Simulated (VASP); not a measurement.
Set up this calculation in VASP 6.6.1, as the native input.

| Quantity | Value |
| --- | --- |
| Task | single point |
| Functional | revPBE |
| Potentials or basis | VASP PAW PBE potentials, release 64 (Pb_d) |
| Cutoff | 520 eV |
| k mesh | 9 × 9 × 9 |
| Occupations | fermi-dirac, width 0.1 eV |
| Spin | no spin polarisation |
| Dipole correction | no |
| Further INCAR settings | ALGO = Normal; EDIFF = 1e-07; NBANDS = 21 |

The structure of Pb lies in POSCAR:

```
Pb
1.0
    0.0000000000      3.6625174680      3.6625174680
    3.6625174680      0.0000000000      3.6625174680
    3.6625174680      3.6625174680      0.0000000000
Pb
2
Direct
    0.1250000000      0.1250000000      0.1250000000
    0.8750000000      0.8750000000      0.8750000000
```

This cell differs from its parent crystal: volume scaled by 1.08.

The input as run:

INCAR

```
PREC = Accurate
ENCUT = 520
EDIFF = 1E-7
ISMEAR = -1
SIGMA = 0.1
LREAL = F
LASPH = T
NELM = 80
ALGO = Normal
ISIF = 2
LWAVE = F
LCHARG = F
GGA = RE
NBANDS = 21
```

KPOINTS

```
Automatic mesh
0
Gamma
  9 9 9
```

Potentials or basis: VASP PAW PBE potentials, release 64 (Pb_d).

Launch:

```sh
$ cat potpaw_PBE.64/Pb_d/POTCAR > POTCAR
$ mpirun -np 1 vasp_std > vasp.out
```

It gave:

```json
{"Pressure": "-1.5 GPa", "Band gap on the k mesh": "zero (band 14 reaches 3.24 eV, above the bottom of band 15 at 2.37 eV)"}
```

Caveat: the PAW data sets were made with another functional, which shifts forces and pressure a little; spin-orbit coupling is left out, which moves the levels of the heavy elements.

Run time: 38 s on 1 thread of Intel(R) Xeon(R) 6975P-C (Granite Rapids), with other jobs on the host, peak memory 0.25 GiB.
